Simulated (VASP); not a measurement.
Input of a VASP 6.6.1 run:

File INCAR:

```
SYSTEM = Pb8F15
ALGO = Normal
EDIFF = 1E-7
ENCUT = 520
GGA = PE
ISIF = 2
ISMEAR = -1
IVDW = 12
LASPH = .True.
LCHARG = .False.
LREAL = Auto
LWAVE = .False.
NBANDS = 126
NELM = 60
PREC = Accurate
SIGMA = 0.05
```

Contents of KPOINTS:

```
k-points
0
Gamma
  1 1 1
  0 0 0
```

Contents of POSCAR:

```
Pb8F15
1.0
   -6.1445370000     -3.0620910000     -3.0715110000
    6.1445370000     -3.0620910000     -3.0715110000
    0.0000000000     -6.1241820000      6.1430210000
Pb F
8 15
Direct
    0.8102421236      0.2262925112      0.5250230355
    0.3216706120      0.2798611152      0.2577740361
    0.7624151102      0.2642815649      1.0005191471
    0.2982107407      0.2750845067      0.7518910742
    0.2710624156      0.7411059681      0.4585181012
    0.7891439934      0.7864749558      0.2399032877
    0.2537070694      0.7250037675      0.9991372488
    0.7621716579      0.7207527520      0.7361392118
    0.6483754097      0.4610708171      0.1699450953
    0.1507104910      0.3147912020      0.4672283507
    0.9195070658      0.5913944675      0.5079179575
    0.8478761754      0.1462610660      0.2357966011
    0.6546989571      0.3872581394      0.7564165389
    0.2335220219      0.3955684055      1.0080314177
    0.9990042401      0.6505971917      0.8704624229
    0.8721839038      0.1079766088      0.7651404409
    0.1426859313      0.9413140460      0.2348547815
    0.6472837056      0.8099647994      0.4714870440
    0.4025968190      0.0853068425      0.5046379401
    0.4311802448      0.6685130170      0.2537708971
    0.6565557233      0.8282529561      0.9939744942
    0.3638692817      0.1031498817      0.9294375678
    0.4453992531      0.6346893493      0.7608478016
```

Potentials or basis: VASP PAW PBE potentials, release 64 (Pb_d, F).

Command:

```bash
$ cat potpaw_PBE.64/Pb_d/POTCAR potpaw_PBE.64/F/POTCAR > POTCAR
$ mpirun -np 1 vasp_gam > vasp.out
```

(1) Estimate the dispersion energy per atom.

(2) What does it give for the pressure?

(3) Predict the largest force.

Answers

(1) -0.143 eV.

(2) 1.0 GPa.

(3) 2.404 eV/Å.

Caveat: the k points lie up to 0.89 Å⁻¹ apart; an odd number of electrons without spin polarisation forces a metal; a magnetic or distorted state may lie lower.
